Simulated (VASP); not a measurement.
# Si2C (P3_112) in VASP: a series of runs

Si2C is run at these levels: PBE; tasks: relaxation of cell and atoms, single point.

Program: VASP 6.6.1. These are calculated values, not measurements. Logs are shortened: lines on timing, memory, paths and dates and some standing lists are left out, and cuts for length are marked.

**1. The cell of the first run**

Symmetry: P3_112, No. 151, trigonal system. The conventional cell has a = 4.400 Å, b = 4.400 Å, c = 5.161 Å, α = 90.00°, β = 90.00°, γ = 120.00°. Within 2.1 Å of Si (site symmetry 1) lie 2 Si at 1.58 to 1.81 Å and 1 C at 1.75 Å. C (site symmetry 2) has 2 Si at 1.75 Å and 2 C at 1.87 Å within 2.3 Å.

**2. Relaxation of cell and atoms, PBE**

Contents of INCAR:

```
PREC     = Accurate       # precision mode
ENCUT    = 600            # plane-wave cutoff, eV
EDIFF    = 1E-7           # SCF threshold, eV
ISMEAR   = 0              # smearing method
SIGMA    = 0.1            # smearing width, eV
LREAL    = False          # projectors in reciprocal space
LASPH    = True           # aspherical terms in the spheres
NELM     = 100            # most SCF steps
ALGO     = Normal         # electronic algorithm
ISIF     = 3              # what is computed and relaxed
LWAVE    = False          # write WAVECAR
LCHARG   = False          # write CHGCAR
GGA      = PE             # functional
IBRION   = 2              # ionic algorithm
NSW      = 90             # ionic steps
EDIFFG   = -0.04          # ionic threshold
```

Contents of KPOINTS:

```
regular mesh
0
Gamma
  6 6 4
```

Contents of POSCAR:

```
Si2C
1.0
    4.3997478300      0.0000000000      0.0000000000
   -2.1998739200      3.8102933900      0.0000000000
    0.0000000000      0.0000000000      5.1611772700
Si C
6 3
Direct
    0.1622339100      0.2467204500      0.3159473300
    0.7532795500      0.9155134700      0.6492806600
    0.0844865300      0.8377660900      0.9826140000
    0.7532795500      0.8377660900      0.3507193400
    0.0844865300      0.2467204500      0.0173860000
    0.1622339100      0.9155134700      0.6840526700
    0.6110530300      0.3889469700      0.3333333300
    0.6110530300      0.2221060600      0.6666666700
    0.7778939400      0.3889469700      0.0000000000
```

Potentials or basis: VASP PAW PBE potentials, release 64 (Si, C).

Started as:

```console
> cat potpaw_PBE.64/Si/POTCAR potpaw_PBE.64/C/POTCAR > POTCAR
> mpirun -np 1 vasp_std > vasp.out
```

OUTCAR:

```text
PREC = Accurate
   ENCUT = 600
   EDIFF = 1E-7
   ISMEAR = 0
   LREAL = False
   LASPH = True
   NELM = 100
   ISIF = 3
   GGA = PE
   IBRION = 2
   NSW = 90
   EDIFFG = -0.04

 ion  position               nearest neighbor table
   1  0.162  0.247  0.316-   5 1.58   7 1.75   4 1.81   2 2.39   3 2.39   6 2.39   4 2.61
   2  0.753  0.916  0.649-   4 1.58   8 1.75   6 1.81   1 2.39   3 2.39   5 2.39   6 2.61
   3  0.084  0.838  0.983-   6 1.58   9 1.75   5 1.81   1 2.39   2 2.39   4 2.39   5 2.61
   4  0.753  0.838  0.351-   2 1.58   7 1.75   1 1.81   6 2.39   5 2.39   3 2.39   1 2.61
   5  0.084  0.247  0.017-   1 1.58   9 1.75   3 1.81   6 2.39   4 2.39   2 2.39   3 2.61
   6  0.162  0.916  0.684-   3 1.58   8 1.75   2 1.81   4 2.39   5 2.39   1 2.39   2 2.61
   7  0.611  0.389  0.333-   1 1.75   4 1.75   9 1.87   8 1.87
   8  0.611  0.222  0.667-   2 1.75   6 1.75   9 1.87   7 1.87
   9  0.778  0.389  0.000-   5 1.75   3 1.75   8 1.87   7 1.87

  LATTYP: Found a hexagonal cell.
 ALAT       =     4.3997478300
 C/A-ratio  =     1.1730620639

  Lattice vectors:

 A1 = (   4.3997478300,   0.0000000000,   0.0000000000)
 A2 = (  -2.1998739200,   3.8102933900,   0.0000000000)
 A3 = (   0.0000000000,   0.0000000000,   5.1611772700)

Analysis of symmetry for initial positions (statically):
=====================================================================
 Subroutine PRICEL returns:
 Original cell was already a primitive cell.

 Routine SETGRP: Setting up the symmetry group for a
 hexagonal supercell.

 Subroutine GETGRP returns: Found  6 space group operations
 (whereof  2 operations were pure point group operations)
 out of a pool of 24 trial point group operations.

The static configuration has the point symmetry C_2 .
 The point group associated with its full space group is D_3 .

Analysis of symmetry for dynamics (positions and initial velocities):
=====================================================================
 Subroutine PRICEL returns:
 Original cell was already a primitive cell.

 Routine SETGRP: Setting up the symmetry group for a
 hexagonal supercell.

 Subroutine GETGRP returns: Found  6 space group operations
 (whereof  2 operations were pure point group operations)
 out of a pool of 24 trial point group operations.

The dynamic configuration has the point symmetry C_2 .
 The point group associated with its full space group is D_3 .

 Subroutine INISYM returns: Found  6 space group operations
 (whereof  2 operations are pure point group operations),
 and found     1 'primitive' translations

----------------------------------------------------------------------------------------

                                     Primitive cell

  volume of cell :      86.5237

  direct lattice vectors                    reciprocal lattice vectors
     4.399747830  0.000000000  0.000000000     0.227285753  0.131223491  0.000000000
    -2.199873920  3.810293390  0.000000000     0.000000000  0.262446982  0.000000000
     0.000000000  0.000000000  5.161177270     0.000000000  0.000000000  0.193754244

  length of vectors
     4.399747830  4.399747832  5.161177270     0.262446982  0.262446982  0.193754244

  position of ions in fractional coordinates (direct lattice)
     0.162233910  0.246720450  0.315947330
     0.753279550  0.915513470  0.649280660
     0.084486530  0.837766090  0.982614000
     0.753279550  0.837766090  0.350719340
     0.084486530  0.246720450  0.017386000
     0.162233910  0.915513470  0.684052670
     0.611053030  0.388946970  0.333333330
     0.611053030  0.222106060  0.666666670
     0.777893940  0.388946970  0.000000000

  ion indices of the primitive-cell ions
   primitive index   ion index
                 1           1
                 2           2
                 3           3
                 4           4
                 5           5
                 6           6
                 7           7
                 8           8
                 9           9

----------------------------------------------------------------------------------------

 KPOINTS: regular mesh

Automatic generation of k-mesh.
 Grid dimensions read from file:
 generate k-points for:    6    6    4

 Generating k-lattice:

  Cartesian coordinates                     Fractional coordinates (reciprocal lattice)
     0.037880959  0.021870582  0.000000000     0.166666667 -0.000000000  0.000000000
     0.000000000  0.043741164  0.000000000     0.000000000  0.166666667  0.000000000
     0.000000000  0.000000000  0.048438561     0.000000000  0.000000000  0.250000000

  Length of vectors
     0.043741164  0.043741164  0.048438561

  Shift w.r.t. Gamma in fractional coordinates (k-lattice)
     0.000000000  0.000000000  0.000000000

 Subroutine IBZKPT returns following result:
 ===========================================

 Found     24 irreducible k-points:

 Following reciprocal coordinates:
            Coordinates               Weight
  0.000000  0.000000  0.000000      1.000000
  0.166667 -0.000000  0.000000      6.000000
  0.333333  0.000000  0.000000      6.000000
  0.500000  0.000000  0.000000      3.000000
  0.166667  0.166667  0.000000      6.000000
  0.333333  0.166667  0.000000     12.000000
[... 16 lines left out ...]
  0.333333  0.166667  0.500000     12.000000
  0.333333  0.333333  0.500000      2.000000
   k-points           NKPTS =     24   k-points in BZ     NKDIM =     24   number of bands    NBANDS=     23
   number of dos      NEDOS =    301   number of ions     NIONS =      9
   total plane-waves  NPLWV =  54432
   dimension x,y,z NGX =    36 NGY =   36 NGZ =   42
   dimension x,y,z NGXF=    72 NGYF=   72 NGZF=   84
   ions per type =               6   3
   NGX,Y,Z   is equivalent  to a cutoff of  13.60, 13.60, 13.53 a.u.
   NGXF,Y,Z  is equivalent  to a cutoff of  27.21, 27.21, 27.06 a.u.
 SYSTEM =  unknown system
   PREC   = accura    normal or accurate (medium, high low for compatibility)
   ISTART =      0    job   : 0-new  1-cont  2-samecut
   ICHARG =      2    charge: 1-file 2-atom 10-const
   ISPIN  =      1    spin polarized calculation?
   LNONCOLLINEAR =      F non collinear calculations
   LSORBIT =      F    spin-orbit coupling
   LASPH  =      T    aspherical Exc in radial PAW
   ENCUT  =  600.0 eV  44.10 Ry    6.64 a.u.   8.79  8.79 10.31*2*pi/ulx,y,z
   NELM   =    100;   NELMIN=  2; NELMDL= -5     # of ELM steps
   EDIFF  = 0.1E-06   stopping-criterion for ELM
   LREAL  =      F    real-space projection
   EDIFFG = -.4E-01   stopping-criterion for IOM
   NSW    =     90    number of steps for IOM
   IBRION =      2    ionic relax: 0-MD 1-quasi-New 2-CG
   NFREE  =      1    steps in history (QN), initial steepest desc. (CG)
   ISIF   =      3    stress and relaxation
   ISYM   =      2    0-nonsym 1-usesym 2-fastsym
   POTIM  = 0.5000    time-step for ionic-motion
   TEBEG  =    0.0;   TEEND  =   0.0 temperature during run
   PSTRESS=    0.0 pullay stress
   NELECT =      36.0000    total number of electrons
   NUPDOWN=      -1.0000    fix difference up-down
   EMIN   =  10.00;   EMAX   =-10.00  energy-range for DOS
   EFERMI =   0.00;   METHOD = LEGACY
   ISMEAR =     0;   SIGMA  =   0.10  broadening in eV -4-tet -1-fermi 0-gaus
   EFERMI_NEDOS =   21; number of points for ismear=-14 and -15
   IALGO  =     38    algorithm
   IMIX   =      4    mixing-type and parameters
     AMIX     =   0.40;   BMIX     =  1.00
     AMIX_MAG =   1.60;   BMIX_MAG =  1.00
  volume/ion in A,a.u.               =       9.61        64.88
  Fermi-wavevector in a.u.,A,eV,Ry     =   1.222167  2.309561 20.322927  1.493693
  Thomas-Fermi vector in A             =   2.357324
   LORBIT       =      0    0 simple, 1 ext, 2 COOP (PROOUT), +10 PAW based schemes
   GGA     = PE    functional components
   LHFCALC =     F    Hartree Fock is set to
   AEXX    =    0.0000 exact exchange contribution
   IVDW    =     0    specifies the selected vdW correction
   LEPSILON=     F    determine dielectric tensor
   LRPA    =     F    only Hartree local field effects (RPA)
 conjugate gradient relaxation of ions
 non-spin polarized calculation
 Gauss-broadening in eV      SIGMA  =   0.10
  energy-cutoff  :      600.00
  volume of cell :       86.52
 maximum number of plane-waves:      2955
   NGX = 17   NGY = 17   NGZ = 21

--------------------------------------- Ionic step        1  -------------------------------------------

 number of electron      36.0000002 magnetization

 Free energy of the ion-electron system (eV)
  ---------------------------------------------------
  ext. energy  EPLUGINS =         0.00000000
  ---------------------------------------------------
  free energy    TOTEN  =       -13.71310094 eV

  energy without entropy =      -13.70320494  energy(sigma->0) =      -13.70815294

 E-fermi :  11.8684     XC(G=0): -11.9728

 val. band max:       11.8527566215   @ k =   0.5000   0.0000   0.2500
 cond. band min:      11.9745380989   @ k =   0.3333   0.1667   0.5000
 fundamental gap:      0.1217814774
 Fermi energy:        11.8684363749

 k-point     1 :       0.0000    0.0000    0.0000
  band No.  band energies     occupation
      1      -6.6401      2.00000
      2      -2.1026      2.00000
      3      -2.1026      2.00000
      4      -0.5387      2.00000
      5       1.3938      2.00000
      6       1.3938      2.00000
[... 735 lines left out ...]
  FREE ENERGIE OF THE ION-ELECTRON SYSTEM (eV)
  ---------------------------------------------------
  free  energy   TOTEN  =       -39.1603124844 eV

  energy  without entropy=      -39.1351273816  energy(sigma->0) =      -39.14771993

 E-fermi :   3.4012     XC(G=0):  -8.7185

 val. band max:        3.3942281594   @ k =   0.1667  -0.0000   0.5000
 cond. band min:       3.4223476266   @ k =   0.3333   0.0000   0.0000
 fundamental gap:      0.0281194673
 Fermi energy:         3.4012260459

 k-point     1 :       0.0000    0.0000    0.0000
  band No.  band energies     occupation
      1      -9.5657      2.00000
      2      -7.8246      2.00000
      3      -7.8246      2.00000
      4      -3.8434      2.00000
      5      -3.8434      2.00000
      6      -3.7445      2.00000
[... 613 lines left out ...]
     22       5.1667      0.00000
     23       5.2272      0.00000

 E-fermi :   6.1053     XC(G=0):  -9.8664

 val. band max:        6.0825602630   @ k =   0.0000   0.0000   0.0000
 cond. band min:       6.1261585511   @ k =   0.3333   0.1667   0.2500
 fundamental gap:      0.0435982881
 Fermi energy:         6.1053372378

 k-point     1 :       0.0000    0.0000    0.0000
  band No.  band energies     occupation
      1      -9.1470      2.00000
      2      -6.7466      2.00000
      3      -6.7466      2.00000
      4      -1.4164      2.00000
      5      -1.3496      2.00000
      6      -1.3496      2.00000
[... 613 lines left out ...]
     22       8.4556      0.00000
     23       8.8837      0.00000

[... ionic steps 4 to 47 ...]

--------------------------------------- Ionic step       48  -------------------------------------------

 number of electron      36.0000005 magnetization

------------------------ aborting loop because EDIFF is reached ----------------------------------------
[... 81 lines left out ...]
--------------------------------------- Ionic step       50  -------------------------------------------

 number of electron      36.0000004 magnetization

 Free energy of the ion-electron system (eV)
  ---------------------------------------------------
  ext. energy  EPLUGINS =         0.00000000
  ---------------------------------------------------
  free energy    TOTEN  =       -53.62779410 eV

  energy without entropy =      -53.61532096  energy(sigma->0) =      -53.62155753

 E-fermi :   7.5366     XC(G=0): -10.4440

 val. band max:        7.5144465385   @ k =  -0.3333  -0.3333   0.2500
 cond. band min:       7.5762542497   @ k =   0.3333   0.0000   0.0000
 fundamental gap:      0.0618077112
 Fermi energy:         7.5365739686

 k-point     1 :       0.0000    0.0000    0.0000
  band No.  band energies     occupation
      1      -8.2697      2.00000
      2      -5.5361      2.00000
      3      -5.5361      2.00000
      4      -0.7115      2.00000
      5      -0.7115      2.00000
      6      -0.5029      2.00000
[... 649 lines left out ...]
  FREE ENERGIE OF THE ION-ELECTRON SYSTEM (eV)
  ---------------------------------------------------
  free  energy   TOTEN  =       -53.6277941042 eV

  energy  without entropy=      -53.6153209631  energy(sigma->0) =      -53.62155753

 reached required accuracy - stopping structural energy minimisation
```

Wall time 34 min (1 thread of Intel Xeon Platinum 8259CL at 2.50GHz (Skylake/Cascade Lake), shared host); peak memory 0.25 GiB.

Results:

```yaml
Free_energy: -53.6278 eV
Relaxed_volume: 13.67 Å³/atom
Relaxed_cell: a = 4.660 Å, b = 4.660 Å, c = 6.540 Å, α = 90.00°, β = 90.00°, γ = 120.00°
Space_group_after_relaxing_to_0.05_Å: P3_112 (No. 151)
Energy_gained_by_relaxing: 4435.0 meV/atom
Ionic_steps: 50
Pressure_after_relaxing: -0.1 GPa
Largest_force_after_relaxing: 0.018 eV/Å
Band_gap_on_the_k_mesh: zero (band 18 reaches 8.22 eV, above the bottom of band 19 at 6.47 eV)
```

Forces on the atoms (eV/Å):
```
Si   0.002  0.016  0.005
Si  -0.015 -0.006  0.005
Si   0.013 -0.010  0.005
Si  -0.013 -0.010 -0.005
Si  -0.002  0.016 -0.005
Si   0.015 -0.006 -0.005
C    0.015 -0.009  0.000
C    0.000  0.018  0.000
C   -0.015 -0.009  0.000
```

Step by step:
| step | energy change (eV) | largest force (eV/Å) | pressure (GPa) | volume (Å³) |
| --- | --- | --- | --- | --- |
| 1 | 0.0000 | 33.0578 | 176.40 | 86.52 |
| 3 | -25.4472 | 2.9263 | -15.13 | 272.57 |
| 5 | -26.9572 | 8.7606 | 4.97 | 158.19 |
| 7 | -29.2960 | 3.5746 | -9.09 | 185.97 |
| 9 | -33.3329 | 3.3224 | -4.08 | 149.71 |
| 11 | -34.9917 | 1.2845 | 10.41 | 131.18 |
| 13 | -37.8180 | 0.6884 | -4.51 | 148.17 |
| 15 | -37.8692 | 0.7087 | -3.05 | 146.10 |
| 17 | -38.2205 | 0.4631 | 2.00 | 139.11 |
| 19 | -38.5521 | 0.8475 | -0.54 | 142.42 |
| 21 | -38.6917 | 0.5119 | 1.28 | 142.58 |
| 23 | -38.7605 | 0.4679 | -1.63 | 146.61 |
| 25 | -38.8090 | 0.2967 | -0.31 | 145.26 |
| 27 | -38.8585 | 0.2639 | -0.46 | 140.68 |
| 29 | -38.9171 | 0.5143 | 3.65 | 134.03 |
| 31 | -38.9284 | 0.5992 | 4.02 | 133.26 |
| 33 | -38.9505 | 0.7353 | 4.31 | 132.19 |
| 35 | -39.0646 | 0.7751 | 1.75 | 132.83 |
| 37 | -39.1689 | 0.9647 | -1.85 | 133.45 |
| 39 | -39.4794 | 1.0577 | -6.21 | 131.34 |
| 41 | -39.8154 | 0.4506 | 1.57 | 121.39 |
| 43 | -39.8979 | 0.2569 | 0.00 | 121.32 |
| 45 | -39.9082 | 0.0841 | 0.72 | 121.31 |
| 47 | -39.9112 | 0.1077 | -0.17 | 122.36 |
| 49 | -39.9137 | 0.0676 | 0.14 | 122.70 |
| 50 | -39.9147 | 0.0176 | -0.11 | 123.01 |

Final structure:
```yaml
crystal:
  lattice:
    - [4.66045, 0.00000, 0.00000]
    - [-2.33022, 4.03606, 0.00000]
    - [0.00000, 0.00000, 6.53990]
  atoms:
    - { symbol: Si, position: [0.48510, 0.46996, 0.61861] }
    - { symbol: Si, position: [0.53004, 0.01515, 0.95195] }
    - { symbol: Si, position: [0.98485, 0.51490, 0.28528] }
    - { symbol: Si, position: [0.53004, 0.51490, 0.04805] }
    - { symbol: Si, position: [0.98485, 0.46996, 0.71472] }
    - { symbol: Si, position: [0.48510, 0.01515, 0.38139] }
    - { symbol: C, position: [0.53570, 0.46430, 0.33333] }
    - { symbol: C, position: [0.53570, 0.07140, 0.66667] }
    - { symbol: C, position: [0.92860, 0.46430, 0.00000] }
```

Levels at points of the mesh, in eV from the Fermi level:
| k point | band 14 | band 15 | band 16 | band 17 | band 18 | band 19 | band 20 | band 21 | band 22 | band 23 |
| --- | --- | --- | --- | --- | --- | --- | --- | --- | --- | --- |
| (0.00, 0.00, 0.00) | -4.33 | -2.41 | -1.56 | -1.34 | -1.34 | -1.06 | -1.06 | 1.67 | 2.63 | 3.98 |
| (0.50, 0.00, 0.00) | -2.83 | -1.97 | -1.37 | -0.50 | 0.68 | 0.89 | 1.31 | 2.75 | 2.84 | 3.21 |
| (0.00, 0.00, 0.50) | -3.18 | -3.17 | -2.86 | -2.63 | -0.34 | -0.34 | 1.37 | 1.37 | 1.64 | 2.46 |
| (0.50, 0.00, 0.50) | -2.75 | -1.81 | -0.66 | -0.44 | 0.12 | 1.14 | 1.98 | 2.47 | 2.48 | 2.68 |

Caveat: the volume moved by over 15 % at a fixed basis, so the end points are rough.

**3. Single point, PBE, collinear spin, ferromagnetic start**

Contents of INCAR:

```
PREC     = Accurate       # precision mode
ENCUT    = 520            # plane-wave cutoff, eV
EDIFF    = 1E-6           # SCF threshold, eV
ISMEAR   = 0              # smearing method
SIGMA    = 0.1            # smearing width, eV
LREAL    = False          # projectors in reciprocal space
LASPH    = True           # aspherical terms in the spheres
NELM     = 150            # most SCF steps
ALGO     = Normal         # electronic algorithm
ISIF     = 2              # what is computed and relaxed
LWAVE    = False          # write WAVECAR
LCHARG   = False          # write CHGCAR
ISPIN    = 2              # spin polarisation
MAGMOM   = 0 0 0 0 0 0 1 1 1 # initial moments
LORBIT   = 11             # projections on sites
GGA      = PE             # functional
NBANDS   = 32             # bands
```

KPOINTS is that of step 2.

POSCAR is that of step 2.

Potentials or basis: VASP PAW PBE potentials, release 64 (Si, C).

Started as:

```console
> cat potpaw_PBE.64/Si/POTCAR potpaw_PBE.64/C/POTCAR > POTCAR
> mpirun -np 1 vasp_std > vasp.out
```

Run time: 2.3 min. Hardware: 1 thread of Intel Xeon Platinum 8259CL at 2.50GHz (Skylake/Cascade Lake), shared host; peak memory 0.29 GiB.

It converged, with:

```
Free energy                                           : -13.7094 eV
Pressure                                              : 176.5 GPa
Largest force                                         : 33.058 eV/Å
Band gap on the k mesh                                : zero (filled and empty bands overlap)
Net moment                                            : 0.00 μB per cell
Valence electrons inside the program's atomic spheres : Si 2.33; C 2.44
```

Forces on the atoms (eV/Å):
```
Si   11.824  11.131  28.794
Si  -15.552   4.674  28.794
Si    3.728 -15.806  28.794
Si   -3.728 -15.806 -28.794
Si  -11.824  11.131 -28.794
Si   15.552   4.674 -28.794
C     3.399  -1.963   0.000
C     0.000   3.925   0.000
C    -3.399  -1.963   0.000
```

Stress tensor (GPa, compression positive):
```
119.77   0.00   0.00
  0.00 119.77   0.00
  0.00   0.00 289.89
```

Levels at points of the mesh, in eV from the Fermi level:
Spin up:
```
           k point  band 16  band 17  band 18  band 19  band 20  band 21
(0.00, 0.00, 0.00)    -2.90    -2.90    -0.90     0.12     0.12     0.39
(0.50, 0.00, 0.00)    -1.47    -0.93     0.42     0.97     1.84     2.79
(0.00, 0.00, 0.50)    -2.50    -2.50    -0.87    -0.87     0.66     1.52
(0.50, 0.00, 0.50)    -1.10    -0.72    -0.56     0.13     0.62     1.05
```
Spin down:
| k point | band 15 | band 16 | band 17 | band 18 | band 19 | band 20 | band 21 | band 22 |
| --- | --- | --- | --- | --- | --- | --- | --- | --- |
| (0.00, 0.00, 0.00) | -3.75 | -2.90 | -2.90 | -0.90 | 0.12 | 0.12 | 0.39 | 2.48 |
| (0.50, 0.00, 0.00) | -1.58 | -1.47 | -0.93 | 0.42 | 0.97 | 1.84 | 2.79 | 2.94 |
| (0.00, 0.00, 0.50) | -2.87 | -2.50 | -2.50 | -0.87 | -0.87 | 0.66 | 1.52 | 1.52 |
| (0.50, 0.00, 0.50) | -2.18 | -1.10 | -0.72 | -0.56 | 0.13 | 0.62 | 1.05 | 1.68 |

Caveat: forces of over 1 eV/Å act on the atoms, so gaps and moduli don't describe the material at rest.
